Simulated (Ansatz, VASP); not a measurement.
# Ge32H19N in VASP and in Ansatz

```xyz
52
Lattice="8.0016 8.0016 0.0000 -8.0016 8.0016 0.0000 0.0000 0.0000 20.9129" Properties=species:S:1:pos:R:3 pbc="T T T"
Ge   -5.0009   -0.0245    7.1568
Ge    1.0312   -4.1234    7.1674
Ge    0.7861   -0.0828    7.6193
Ge    1.0256    3.9680    7.1660
Ge    3.4884   -4.0294    8.0059
Ge    3.2763   -0.0131    7.3119
Ge    3.4816    3.9860    8.0075
Ge    8.5536   -0.0861    8.0136
Ge   -4.0687    2.1017    6.3365
Ge    0.0822   -2.0327    6.2650
Ge    0.0223    1.8921    6.3383
Ge    0.0832    6.0701    6.3148
Ge    3.9772   -2.1531    6.3447
Ge    3.9468    2.1284    6.3332
Ge    3.9668    5.8663    6.3504
Ge    8.0300    1.7911    6.3728
Ge   -2.0260    1.9992    4.9128
Ge    2.0640   -2.0097    4.7846
Ge    2.0138    2.0127    4.8032
Ge    2.0336    6.0017    4.7776
Ge    6.0153   -2.0136    4.9220
Ge    5.9929    2.0022    4.9243
Ge    5.9987    5.9907    4.9071
Ge    9.9921    2.0091    4.7882
Ge   -2.0004    0.0000    3.4394
Ge    2.0004   -4.0008    3.4394
Ge    2.0004    0.0000    3.4394
Ge    2.0004    4.0008    3.4394
Ge    6.0012   -4.0008    3.4394
Ge    6.0012    0.0000    3.4394
Ge    6.0012    4.0008    3.4394
Ge   10.0020    0.0000    3.4394
H    -0.7838    0.0000    2.5000
H    -3.2170    0.0000    2.5000
H     3.2170   -4.0008    2.5000
H     0.7838   -4.0008    2.5000
H     3.2170    0.0000    2.5000
H     0.7838    0.0000    2.5000
H     3.2170    4.0008    2.5000
H     0.7838    4.0008    2.5000
H     7.2178   -4.0008    2.5000
H     4.7846   -4.0008    2.5000
H     7.2178    0.0000    2.5000
H     4.7846    0.0000    2.5000
H     7.2178    4.0008    2.5000
H     4.7846    4.0008    2.5000
H    11.2186    0.0000    2.5000
H     8.7854    0.0000    2.5000
H     1.6338   -0.0246    9.1513
H     3.5414    0.8959    9.7046
H     3.6307   -0.7622    9.7693
N     3.1962    0.0278    9.2855
```

Alike in both runs: task single point; functional r2SCAN; dispersion rVV10; k mesh 1 × 1 × 1; occupations gaussian, width 0.03 eV; no spin polarisation.

|  | VASP | Ansatz |
| --- | --- | --- |
| version | VASP 6.6.1 | Ansatz 0.2.0 |
| potentials or method | VASP PAW PBE potentials, release 64 (Ge_d, H, N) | scalar-relativistic, plane waves, PAW |
| plane-wave cutoff (eV) | 520 | 500 |
| valence electrons in the cell | 472 | 472 |

```csv
,VASP,Ansatz,Ansatz less VASP
rms of the force components (eV/Å),0.166,0.174,+0.0080
```

VASP's potentials were made for PBE, not for r2SCAN.
